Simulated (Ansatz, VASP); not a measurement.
GaN: VASP beside Ansatz

INCAR

```
ALGO     = Normal         # electronic algorithm
EDIFF    = 1E-7           # SCF threshold, eV
ENCUT    = 520            # plane-wave cutoff, eV
GGA      = PE             # functional
GGA_COMPAT= False        
ISIF     = 2              # what is computed and relaxed
ISMEAR   = 0              # smearing method
LASPH    = True           # aspherical terms in the spheres
LCHARG   = False          # write CHGCAR
LORBIT   = 11             # projections on sites
LORBMOM  = True         
LREAL    = False          # projectors in reciprocal space
LSORBIT  = True           # spin-orbit coupling
LWAVE    = False          # write WAVECAR
MAGMOM   = 0 0 0 0 0 0 0 0 0 0 0 0 # initial moments
NBANDS   = 50             # bands
NELM     = 150            # most SCF steps
PREC     = Accurate       # precision mode
SIGMA    = 0.01           # smearing width, eV
```

File KPOINTS:

```
k-points
0
Gamma
  12 12 6
```

Contents of POSCAR:

```
GaN
1.0
    2.9672035366      0.0000000000      0.0000000000
   -1.4836017683      2.5696736409      0.0000000000
    0.0000000000      0.0000000000      5.0329255204
Ga N
2 2
Direct
    0.0000000000      0.0000000000      0.0000000000
    0.0000000000      0.0000000000      0.5000000000
    0.3333333333      0.6666666667      0.2500000000
    0.6666666667      0.3333333333      0.7500000000
```

Input for Ansatz:

```yaml
crystal:
  lattice:
    - [2.9672035366, 0.0, 0.0]
    - [-1.4836017683, 2.5696736409, 0.0]
    - [0.0, 0.0, 5.0329255204]
  atoms:
    - { symbol: Ga, position: [0.0, 0.0, 0.0] }
    - { symbol: Ga, position: [0.0, 0.0, 0.5] }
    - { symbol: "N", position: [0.3333333333, 0.6666666667, 0.25] }
    - { symbol: "N", position: [0.6666666667, 0.3333333333, 0.75] }
kpoints:
  mp_grid: { grid: [12, 12, 6] }
  band_path:
    path:
      - [0.0, 0.0, 0.0]
      - [0.5, 0.0, 0.0]
      - [0.3333333333, 0.3333333333, 0.0]
      - [0.0, 0.0, 0.5]
      - [0.5, 0.0, 0.5]
      - [0.3333333333, 0.3333333333, 0.5]
      - [0.15, 0.0, 0.0]
    npoints: 1
hamiltonian:
  xc: pbe
scf:
  occupations: { method: fixed }
  n_extra_bands: 10
magnetization:
  noncollinear: true
  spin_orbit: true
output:
  forces: true
  stress: true
  eigenvalues: true
```

Alike in both runs: task single point; functional PBE; k mesh 12 × 12 × 6; non-collinear spin, spin-orbit coupling.

|  | VASP | Ansatz |
| --- | --- | --- |
| version | VASP 6.6.1 | Ansatz 0.2.0 |
| potentials or method | VASP PAW PBE potentials, release 64 (Ga_d, N) | plane waves, PAW |
| plane-wave cutoff (eV) | 520 | 420 |
| occupations | gaussian, width 0.01 eV | fixed |
| valence electrons in the cell | 36 | 36 |

Ansatz gave:

- pressure (GPa): 8.2
- traceless stress, the component that is largest in VASP (GPa): 0.89

**Question.** Estimate VASP's values.

**Answer.** Pressure (GPa): 9.0; traceless stress, the component that is largest in VASP (GPa): 0.92.
